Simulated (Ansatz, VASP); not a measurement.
**One calculation of CuOF, two programs**

Contents of INCAR:

```
PREC = Accurate ; ENCUT = 820
EDIFF = 1E-6 ; ISMEAR = 0
SIGMA = 0.1 ; LREAL = F
LASPH = T ; NELM = 200
ALGO = Normal ; ISIF = 2
LWAVE = F ; LCHARG = F
ISPIN = 2 ; MAGMOM = 1 0 0
LORBIT = 11 ; LMAXMIX = 4
GGA = PE ; NBANDS = 27
GGA_COMPAT = F
```

File KPOINTS:

```
regular mesh
0
Gamma
  6 6 6
```

Contents of POSCAR:

```
CuOF
1.0
    3.3263422900      0.0000000000      0.0000000000
   -1.6631711500      2.8806969300      0.0000000000
    0.0000000000      0.0000000000      3.1953145200
Cu O F
1 1 1
Direct
    0.6666666700      0.3333333300      0.5000000000
    0.3333333300      0.6666666700      0.5000000000
    0.0000000000      0.0000000000      0.0000000000
```

Input for Ansatz:

```yaml
crystal:
  lattice:
    - [3.32634229, 0.0, 0.0]
    - [-1.66317115, 2.88069693, 0.0]
    - [0.0, 0.0, 3.19531452]
  atoms:
    - { symbol: Cu, position: [0.66666667, 0.33333333, 0.5], spin: 1.0 }
    - { symbol: O, position: [0.33333333, 0.66666667, 0.5] }
    - { symbol: F, position: [0.0, 0.0, 0.0] }
basis:
  ecutwfc: 420
kpoints:
  mp_grid: { grid: [6, 6, 6] }
hamiltonian:
  xc: pbe
scf:
  occupations: { method: gaussian, width: 0.1 }
  lower_state_search: "off"
output:
  forces: true
  stress: true
  eigenvalues: true
  populations: true
magnetization:
  spin_polarized: true
```

Change from the starting cell: species swapped into the GdPPt type (P-6m2, No. 187).

Alike in both runs: task single point; functional PBE; k mesh 6 × 6 × 6; occupations gaussian, width 0.1 eV; collinear spin.

|  | VASP | Ansatz |
| --- | --- | --- |
| version | VASP 6.6.1 | Ansatz 0.2.0 |
| potentials or method | VASP PAW PBE potentials, release 64 (Cu_sv_GW, O, F), cutoff 820 eV | scalar-relativistic, plane waves, PAW |
| valence electrons in the cell | 32 | 32 |

```csv
,VASP,Ansatz,Ansatz less VASP
gap on the k mesh at the Fermi level (eV),none,none,-
pressure (GPa),3.1,3.6,+0.53
"traceless stress, the component that is largest in VASP (GPa)",8.14,8.30,+0.159
net moment per atom (μB),0.63,0.63,0.000
size of the moment on the site where the two differ most (μB),0.79,0.82,+0.028
```

Site moments also hang on the region over which each program counts them. A gap of «none» marks a metal or a gap that the smearing closes.

The k mesh is coarse, so the values compare programs but aren't converged.
